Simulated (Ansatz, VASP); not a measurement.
## Two plane-wave programs on N

```
N
1.0
     3.55642    0.00000    0.00000
    -1.77821    3.07995    0.00000
     0.00000    0.00000    5.89000
N
2
Direct
  0.33333 0.66667 0.25000
  0.66667 0.33333 0.75000
```

Change from the starting cell: equal xx and yy strain of -2 %, PAW files.

Alike in both runs: task electric field gradients; functional PBEsol; k mesh 10 × 10 × 5; occupations fermi-dirac, width 0.02 eV; no spin polarisation.

```csv
,VASP,Ansatz
version,VASP 6.6.1,Ansatz 0.2.0
potentials or method,"VASP PAW PBE potentials, release 64 (N)","PAW with Ansatz's default frozen-core files, scalar-relativistic"
plane-wave cutoff (eV),520,420
valence electrons in the cell,10,10
```

|  | VASP | Ansatz | Ansatz less VASP |
| --- | --- | --- | --- |
| pressure (GPa) | -8.5 | -8.4 | +0.07 |
| traceless stress, the component that is largest in VASP (GPa) | 0.44 | 0.44 | -0.005 |
| size of Vzz on the site where it differs most (V/Å²) | 2.9 | 2.9 | -0.04 |

VASP's potentials were made for PBE, not for PBEsol.
